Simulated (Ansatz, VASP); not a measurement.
## One calculation of TaSb, two programs

```
Ta Sb
1.0
     2.93486    0.00000    0.00000
     0.00000    2.93486    0.00000
     0.00000    0.00000    5.64044
Ta Sb
1 1
Direct
  0.00000 0.00000 0.50000
  0.00000 0.00000 0.00000
```

Alike in both runs: functional PBE; k mesh 14 × 14 × 8; occupations fermi-dirac, width 0.15 eV; no spin polarisation.

Ansatz relaxed the structure, and its values are those at the end. VASP's run is a single point on that final structure, the one shown.

|  | VASP | Ansatz |
| --- | --- | --- |
| version | VASP 6.6.1 | Ansatz 0.2.0 |
| potentials or method | VASP PAW PBE potentials, release 64 (Ta_pv, Sb), cutoff 520 eV | scalar-relativistic, plane waves, PAW |
| valence electrons in the cell | 16 | 28 |

```csv
,VASP,Ansatz,Ansatz less VASP
gap on the k mesh at the Fermi level (eV),none,none,-
pressure (GPa),0.0,0.0,-0.03
```

A gap of «none» marks a metal or a gap that the smearing closes. The functional is the same, so the differences come from potentials, cutoffs and numerics. VASP's potentials hold 16 valence electrons a cell and Ansatz's 28, so a difference there can come from the potentials and not from the codes.

Neither program's run includes spin-orbit coupling.
